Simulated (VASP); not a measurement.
Wanted: the native input for a VASP 6.6.1 run.

| Quantity | Value |
| --- | --- |
| Task | single point |
| Functional | PBEsol |
| Potentials or basis | VASP PAW PBE potentials, release 64 (B, N) |
| Cutoff | 520 eV |
| k mesh | 12 × 12 × 4 |
| Occupations | gaussian, width 0.05 eV |
| Spin | no spin polarisation |
| Dipole correction | no |
| Further INCAR settings | ALGO = Normal; EDIFF = 1e-06; NBANDS = 16 |

The structure of BN lies in POSCAR:

```
BN
1.0
    2.5215791810      0.0000000000      0.0000000000
   -1.2607895905      2.1837516284      0.0000000000
    0.0000000000      0.0000000000      7.4341197413
B N
2 2
Direct
    0.3333333333      0.6666666667      0.2500000000
    0.6666666667      0.3333333333      0.7500000000
    0.3333333333      0.6666666667      0.7500000000
    0.6666666667      0.3333333333      0.2500000000
```

This cell differs from its parent crystal: volume 10.234 Å^3 an atom, c/a of the conventional cell 2.9482.

One way to write it, as run:

INCAR

```
SYSTEM = BN
ALGO     = Normal         ! electronic algorithm
EDIFF    = 1E-6           ! SCF threshold, eV
ENCUT    = 520            ! plane-wave cutoff, eV
GGA      = PS             ! functional
ISIF     = 2              ! what is computed and relaxed
ISMEAR   = 0              ! smearing method
LASPH    = .TRUE.         ! aspherical terms in the spheres
LCHARG   = .FALSE.        ! write CHGCAR
LREAL    = .FALSE.        ! projectors in reciprocal space
LWAVE    = .FALSE.        ! write WAVECAR
NBANDS   = 16             ! bands
NELM     = 100            ! most SCF steps
PREC     = Accurate       ! precision mode
SIGMA    = 0.05           ! smearing width, eV
```

KPOINTS

```
k-points
0
G
  12 12 4
  0 0 0
```

Potentials or basis: VASP PAW PBE potentials, release 64 (B, N).

Command:

```console
$ cat potpaw_PBE.64/B/POTCAR potpaw_PBE.64/N/POTCAR > POTCAR
$ mpirun -np 1 vasp_std > vasp.out
```

Results of the run:

```json
{
  "Pressure": "-4.2 GPa",
  "Band gap on the k mesh": "4.32 eV, indirect (least direct gap 4.56 eV)"
}
```

Caveat: the PAW data sets were made with another functional, which shifts forces and pressure a little; this functional lacks dispersion, which binds the layers, so the pressure and a relaxed spacing across them are unreliable.

Wall time 16 s on 1 thread of AMD EPYC 9R45 96-Core Processor (Zen 5), with other jobs on the host, peak memory 0.14 GiB.
